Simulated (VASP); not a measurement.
Runs of VASP 6.6.1 on VH4. The structure is that of space group Im-3m (No. 229), or close to it. The cells are those of the table. The cell was built from a structure type or drawn by symmetry, and may not be a known phase.

```csv
task,level,potentials or basis,cell,k mesh,cutoff (eV),gap on the mesh (eV),pressure (GPa),moment (μB)
relaxation of cell and atoms,PBE,"VASP PAW PBE potentials, release 64 (V_sv, H)","relaxed from a = 3.560 Å, angles 109.5°, 5 atoms",14 × 14 × 14,600,none,-0.2,(c)
single point,PBE,"VASP PAW PBE potentials, release 64 (V_sv, H)","a = 3.560 Å, angles 109.5°, 5 atoms",6 × 6 × 6,520,none,-0.5,1.31
single point,LDA,"VASP PAW LDA potentials, release 64 (V_sv, H)","a = 3.558 Å, angles 109.5°, 5 atoms",14 × 14 × 14,500,none,(a),(b)
single point,PBE,"VASP PAW PBE potentials, release 64 (V_sv, H)","a = 3.822 Å, angles 109.5°, 5 atoms",6 × 6 × 6,500,none,-13.2,1.54
relaxation of cell and atoms,PBE,"VASP PAW PBE potentials, release 64 (V_sv, H)","relaxed from a = 3.822 Å, angles 109.5°, 5 atoms",6 × 6 × 6,600,none,0.3,1.30
```

Alike in all rows: spin collinear, ferromagnetic start; smearing gaussian 0.1 eV.

Q: Fill in the values left out.

A: (a) -7.4; (b) 0.94; (c) 1.37.

Caveats: some runs use coarse meshes; the cell stands under tension (at least some runs); the relaxation stopped at its first step, so nothing moved (at least some runs).

A gap of «none» marks levels without a gap at the run's occupations.
